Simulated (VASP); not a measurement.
# Sb (P6_3/mmc) in VASP: single point with PBEsol

Aim: the single point of Sb with PBEsol.

Everything below comes from runs of VASP 6.6.1. Logs are shortened: lines on timing, memory, paths and dates and some standing lists are left out, and cuts for length are marked.

**1. The cell of the first run**

The structure is hexagonal, space group P6_3/mmc (No. 194). The conventional cell has a = 3.330 Å, b = 3.330 Å, c = 5.230 Å, α = 90.00°, β = 90.00°, γ = 120.00°. Within 4.3 Å of Sb (site symmetry -6m2) lie 12 Sb at 3.25 to 3.33 Å.

**2. Single point, PBEsol**

The input, INCAR:

```
PREC = Accurate
ENCUT = 520
EDIFF = 1E-7
ISMEAR = -1
SIGMA = 0.1
LREAL = False
LASPH = True
NELM = 60
ALGO = Normal
ISIF = 2
LWAVE = False
LCHARG = False
GGA = PS
NBANDS = 12
```

The input, KPOINTS:

```
regular mesh
0
Gamma
  9 9 5
```

The input, POSCAR:

```
Sb
1.0
    3.3300000000      0.0000000000      0.0000000000
   -1.6650000000      2.8838645900      0.0000000000
    0.0000000000      0.0000000000      5.2300000000
Sb
2
Direct
    0.3333333333      0.6666666667      0.2500000000
    0.6666666667      0.3333333333      0.7500000000
```

Potentials or basis: VASP PAW PBE potentials, release 64 (Sb).

Run with:

```
$ cat potpaw_PBE.64/Sb/POTCAR > POTCAR
$ mpirun -np 1 vasp_std > vasp.out
```

OUTCAR:

```text
PREC = Accurate
   ENCUT = 520
   EDIFF = 1E-7
   ISMEAR = -1
   LREAL = False
   LASPH = True
   NELM = 60
   ISIF = 2
   GGA = PS

 ion  position               nearest neighbor table
   1  0.333  0.667  0.250-   2 3.25   2 3.25   2 3.25   2 3.25   2 3.25   2 3.25
   2  0.667  0.333  0.750-   1 3.25   1 3.25   1 3.25   1 3.25   1 3.25   1 3.25

  LATTYP: Found a hexagonal cell.
 ALAT       =     3.3300000000
 C/A-ratio  =     1.5705705706

  Lattice vectors:

 A1 = (   3.3300000000,   0.0000000000,   0.0000000000)
 A2 = (  -1.6650000000,   2.8838645900,   0.0000000000)
 A3 = (   0.0000000000,   0.0000000000,   5.2300000000)

Analysis of symmetry for initial positions (statically):
=====================================================================
 Subroutine PRICEL returns:
 Original cell was already a primitive cell.

 Routine SETGRP: Setting up the symmetry group for a
 hexagonal supercell.

 Subroutine GETGRP returns: Found 24 space group operations
 (whereof 12 operations were pure point group operations)
 out of a pool of 24 trial point group operations.

The static configuration has the point symmetry D_3d.
 The point group associated with its full space group is D_6h.

Analysis of symmetry for dynamics (positions and initial velocities):
=====================================================================
 Subroutine PRICEL returns:
 Original cell was already a primitive cell.

 Routine SETGRP: Setting up the symmetry group for a
 hexagonal supercell.

 Subroutine GETGRP returns: Found 24 space group operations
 (whereof 12 operations were pure point group operations)
 out of a pool of 24 trial point group operations.

The dynamic configuration has the point symmetry D_3d.
 The point group associated with its full space group is D_6h.

 Subroutine INISYM returns: Found 24 space group operations
 (whereof 12 operations are pure point group operations),
 and found     1 'primitive' translations

----------------------------------------------------------------------------------------

                                     Primitive cell

  volume of cell :      50.2251

  direct lattice vectors                    reciprocal lattice vectors
     3.330000000  0.000000000  0.000000000     0.300300300  0.173378459  0.000000000
    -1.665000000  2.883864590  0.000000000     0.000000000  0.346756919  0.000000000
     0.000000000  0.000000000  5.230000000     0.000000000  0.000000000  0.191204589

  length of vectors
     3.330000000  3.329999996  5.230000000     0.346756919  0.346756919  0.191204589

  position of ions in fractional coordinates (direct lattice)
     0.333333333  0.666666667  0.250000000
     0.666666667  0.333333333  0.750000000

  ion indices of the primitive-cell ions
   primitive index   ion index
                 1           1
                 2           2

----------------------------------------------------------------------------------------

 KPOINTS: regular mesh

Automatic generation of k-mesh.
 Grid dimensions read from file:
 generate k-points for:    9    9    5

 Generating k-lattice:

  Cartesian coordinates                     Fractional coordinates (reciprocal lattice)
     0.033366700  0.019264273  0.000000000     0.111111111  0.000000000  0.000000000
     0.000000000  0.038528547  0.000000000     0.000000000  0.111111111  0.000000000
     0.000000000  0.000000000  0.038240918     0.000000000  0.000000000  0.200000000

  Length of vectors
     0.038528547  0.038528547  0.038240918

  Shift w.r.t. Gamma in fractional coordinates (k-lattice)
     0.000000000  0.000000000  0.000000000

 Subroutine IBZKPT returns following result:
 ===========================================

 Found     36 irreducible k-points:

 Following reciprocal coordinates:
            Coordinates               Weight
  0.000000  0.000000  0.000000      1.000000
  0.111111  0.000000  0.000000      6.000000
  0.222222  0.000000  0.000000      6.000000
  0.333333  0.000000  0.000000      6.000000
  0.444444  0.000000  0.000000      6.000000
  0.111111  0.111111  0.000000      6.000000
[... 16 lines left out ...]
  0.333333  0.222222  0.200000     24.000000
  0.333333  0.333333  0.200000      4.000000
 [... further k-points ...]
   k-points           NKPTS =     36   k-points in BZ     NKDIM =     36   number of bands    NBANDS=     12
   number of dos      NEDOS =    301   number of ions     NIONS =      2
   total plane-waves  NPLWV =  31360
   dimension x,y,z NGX =    28 NGY =   28 NGZ =   40
   dimension x,y,z NGXF=    56 NGYF=   56 NGZF=   80
   ions per type =               2
   NGX,Y,Z   is equivalent  to a cutoff of  13.98, 13.98, 12.71 a.u.
   NGXF,Y,Z  is equivalent  to a cutoff of  27.96, 27.96, 25.43 a.u.
 SYSTEM =  unknown system
   PREC   = accura    normal or accurate (medium, high low for compatibility)
   ISTART =      0    job   : 0-new  1-cont  2-samecut
   ICHARG =      2    charge: 1-file 2-atom 10-const
   ISPIN  =      1    spin polarized calculation?
   LNONCOLLINEAR =      F non collinear calculations
   LSORBIT =      F    spin-orbit coupling
   LASPH  =      T    aspherical Exc in radial PAW
   ENCUT  =  520.0 eV  38.22 Ry    6.18 a.u.   6.19  6.19  9.72*2*pi/ulx,y,z
   NELM   =     60;   NELMIN=  2; NELMDL= -5     # of ELM steps
   EDIFF  = 0.1E-06   stopping-criterion for ELM
   LREAL  =      F    real-space projection
   EDIFFG = 0.1E-05   stopping-criterion for IOM
   NSW    =      0    number of steps for IOM
   IBRION =     -1    ionic relax: 0-MD 1-quasi-New 2-CG
   NFREE  =      0    steps in history (QN), initial steepest desc. (CG)
   ISIF   =      2    stress and relaxation
   ISYM   =      2    0-nonsym 1-usesym 2-fastsym
   POTIM  = 0.5000    time-step for ionic-motion
   TEBEG  =    0.0;   TEEND  =   0.0 temperature during run
   PSTRESS=    0.0 pullay stress
   NELECT =      10.0000    total number of electrons
   NUPDOWN=      -1.0000    fix difference up-down
   EMIN   =  10.00;   EMAX   =-10.00  energy-range for DOS
   EFERMI =   0.00;   METHOD = LEGACY
   ISMEAR =    -1;   SIGMA  =   0.10  broadening in eV -4-tet -1-fermi 0-gaus
   EFERMI_NEDOS =   21; number of points for ismear=-14 and -15
   IALGO  =     38    algorithm
   IMIX   =      4    mixing-type and parameters
     AMIX     =   0.40;   BMIX     =  1.00
     AMIX_MAG =   1.60;   BMIX_MAG =  1.00
  volume/ion in A,a.u.               =      25.11       169.47
  Fermi-wavevector in a.u.,A,eV,Ry     =   0.955949  1.806481 12.433519  0.913838
  Thomas-Fermi vector in A             =   2.084833
   LORBIT       =      0    0 simple, 1 ext, 2 COOP (PROOUT), +10 PAW based schemes
   GGA     = PS    functional components
   LHFCALC =     F    Hartree Fock is set to
   AEXX    =    0.0000 exact exchange contribution
   IVDW    =     0    specifies the selected vdW correction
   LEPSILON=     F    determine dielectric tensor
   LRPA    =     F    only Hartree local field effects (RPA)
 non-spin polarized calculation
  energy-cutoff  :      520.00
  volume of cell :       50.23
 maximum number of plane-waves:      1387
 NGX is ok and might be reduce to    28
   NGX = 13   NGY = 13   NGZ = 19

 number of electron      10.0000000 magnetization

 Free energy of the ion-electron system (eV)
  ---------------------------------------------------
  ext. energy  EPLUGINS =         0.00000000
  ---------------------------------------------------
  free energy    TOTEN  =        -8.68932485 eV

  energy without entropy =       -8.64849882  energy(sigma->0) =       -8.66891183

 E-fermi :   9.2810     XC(G=0): -10.6360

 val. band max:        9.2754206095   @ k =   0.2222   0.0000   0.4000
 cond. band min:       9.2843548673   @ k =   0.3333   0.2222   0.2000
 fundamental gap:      0.0089342577
 Fermi energy:         9.2810397459

 k-point     1 :       0.0000    0.0000    0.0000
  band No.  band energies     occupation
      1      -4.1990      2.00000
      2       0.3736      2.00000
      3       3.1032      2.00000
      4      12.7489      0.00000
      5      12.7489      0.00000
      6      14.6693      0.00000
      7      14.6693      0.00000
      8      15.8581      0.00000
      9      16.8315      0.00000
     10      18.1448      0.00000
     11      19.4062      0.00000
     12      19.4062      0.00000

 k-point     2 :       0.1111    0.0000    0.0000
  band No.  band energies     occupation
      1      -3.9742      2.00000
      2       0.5669      2.00000
      3       3.3385      2.00000
      4      10.7765      0.00000
      5      11.9729      0.00000
      6      13.6113      0.00000
      7      14.8937      0.00000
      8      15.3535      0.00000
      9      16.9033      0.00000
     10      18.3805      0.00000
     11      19.4474      0.00000
     12      19.4593      0.00000

 k-point     3 :       0.2222    0.0000    0.0000
  band No.  band energies     occupation
      1      -3.3043      2.00000
      2       1.1132      2.00000
      3       4.0334      2.00000
      4       7.8160      2.00000
      5      10.8070      0.00000
      6      11.4148      0.00000
      7      13.6688      0.00000
      8      14.4908      0.00000
      9      15.1355      0.00000
     10      18.1936      0.00000
     11      19.1405      0.00000
     12      19.4275      0.00000
[... 286 lines left out ...]
 k-point    23 :       0.3333    0.2222    0.2000
  band No.  band energies     occupation
      1      -0.0484      2.00000
      2       1.5317      2.00000
      3       4.5765      2.00000
      4       5.6926      2.00000
      5       6.6716      2.00000
      6       8.6740      1.99539
      7       9.2844      0.98343
      8      11.1460      0.00000
      9      14.7113      0.00000
     10      18.3771      0.00000
     11      19.6281      0.00000
     12      21.0355      0.00000

 k-point    24 :       0.3333    0.3333    0.2000
  band No.  band energies     occupation
      1       1.0217      2.00000
      2       1.0217      2.00000
      3       4.6351      2.00000
      4       5.8775      2.00000
      5       5.8775      2.00000
      6       7.6749      2.00000
      7      10.2102      0.00018
      8      10.2102      0.00018
      9      13.9284      0.00000
     10      20.5356      0.00000
     11      20.5356      0.00000
     12      21.4810      0.00000

 [... further k-points ...]

------------------------ aborting loop because EDIFF is reached ----------------------------------------

  FORCE on cell =-STRESS in cart. coord.  units (eV):
  Direction    XX          YY          ZZ          XY          YZ          ZX
  --------------------------------------------------------------------------------------
  -------------------------------------------------------------------------------------
  Total        0.8399668      0.8399668      0.9761083      0.0000000     -0.0000000      0.0000000
  in kB       26.7948852     26.7948851     31.1377900      0.0000000     -0.0000000      0.0000000
  external PRESSURE =      28.2425201 kB  Pullay stress =       0.0000000 kB

 VOLUME and BASIS-vectors are now :
 -----------------------------------------------------------------------------
  energy-cutoff  :      520.00
  volume of cell :       50.23
      direct lattice vectors                 reciprocal lattice vectors
     3.330000000  0.000000000  0.000000000     0.300300300  0.173378459  0.000000000
    -1.665000000  2.883864590  0.000000000     0.000000000  0.346756919  0.000000000
     0.000000000  0.000000000  5.230000000     0.000000000  0.000000000  0.191204589

 POSITION                                       TOTAL-FORCE (eV/Angst)
 -----------------------------------------------------------------------------------
     -0.00000      1.92258      1.30750         0.000000     -0.000000      0.000000
      1.66500      0.96129      3.92250        -0.000000      0.000000      0.000000
 -----------------------------------------------------------------------------------
    total drift:                               -0.000000      0.000000      0.000000

  FREE ENERGIE OF THE ION-ELECTRON SYSTEM (eV)
  ---------------------------------------------------
  free  energy   TOTEN  =        -8.6893248481 eV

  energy  without entropy=       -8.6484988204  energy(sigma->0) =       -8.66891183
```

Run time: 16 s. Hardware: 1 thread of Intel Xeon Platinum 8259CL at 2.50GHz (Skylake/Cascade Lake), shared host; peak memory 0.18 GiB.

What came out:

| Property | Result |
| --- | --- |
| Free energy | -8.6893 eV |
| Pressure | 2.8 GPa |
| Band gap on the k mesh | zero (band 5 reaches 13.41 eV, above the bottom of band 6 at 6.39 eV) |

Stress tensor (GPa, compression positive):
```
2.68 0.00 0.00
0.00 2.68 0.00
0.00 0.00 3.11
```

Caveat: the PAW data sets were made with another functional, which shifts forces and pressure a little; spin-orbit coupling is left out, which moves the levels of the heavy elements.
